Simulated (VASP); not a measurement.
Wanted: the native input for a VASP 6.6.1 run.

```yaml
Task: single point
Functional: PBE
Potentials_or_basis: VASP PAW PBE potentials, release 64 (Si, W_sv)
Cutoff: 520 eV
k_mesh: 9 × 9 × 6
Occupations: gaussian, width 0.03 eV
Spin: no spin polarisation
Dipole_correction: no
Further_INCAR_settings: ALGO = Normal; EDIFF = 1e-06; NBANDS = 43
```

The structure of Si2W lies in POSCAR:

```
Si2W
1.0
    4.7444861815      0.0000000000      0.0000000000
   -2.3722430908      4.1088455611      0.0000000000
    0.0000000000      0.0000000000      6.2873930878
Si W
6 3
Direct
    0.8425991990      0.6851983979      0.5000000000
    0.1574008010      0.8425991990      0.8333333333
    0.6851983979      0.8425991990      0.1666666667
    0.1574008010      0.3148016021      0.5000000000
    0.8425991990      0.1574008010      0.8333333333
    0.3148016021      0.1574008010      0.1666666667
    0.0000000000      0.5000000000      0.1666666667
    0.5000000000      0.5000000000      0.8333333333
    0.5000000000      0.0000000000      0.5000000000
```

This cell differs from its parent crystal: atoms shifted along a free coordinate, c/a of the conventional cell at fixed volume 1.3252.

The input as run:

INCAR

```
PREC     = Accurate       # precision mode
ENCUT    = 520            # plane-wave cutoff, eV
EDIFF    = 1E-6           # SCF threshold, eV
ISMEAR   = 0              # smearing method
SIGMA    = 0.03           # smearing width, eV
LREAL    = F              # projectors in reciprocal space
LASPH    = T              # aspherical terms in the spheres
NELM     = 80             # most SCF steps
ALGO     = Normal         # electronic algorithm
ISIF     = 2              # what is computed and relaxed
LWAVE    = F              # write WAVECAR
LCHARG   = T              # write CHGCAR
GGA      = PE             # functional
LELF     = T              # ELF
LVHAR    = T            
NBANDS   = 43             # bands
```

KPOINTS

```
Automatic mesh
0
Gamma
  9 9 6
```

Potentials or basis: VASP PAW PBE potentials, release 64 (Si, W_sv).

Launch:

```bash
$ cat potpaw_PBE.64/Si/POTCAR potpaw_PBE.64/W_sv/POTCAR > POTCAR
$ mpirun -np 1 vasp_std > vasp.out
```

Results of the run:

* Pressure: 2.9 GPa
* Largest force: 0.631 eV/Å

Run time: 4.3 min on 1 thread of Intel(R) Xeon(R) 6975P-C (Granite Rapids) (shared host), peak memory 0.35 GiB.
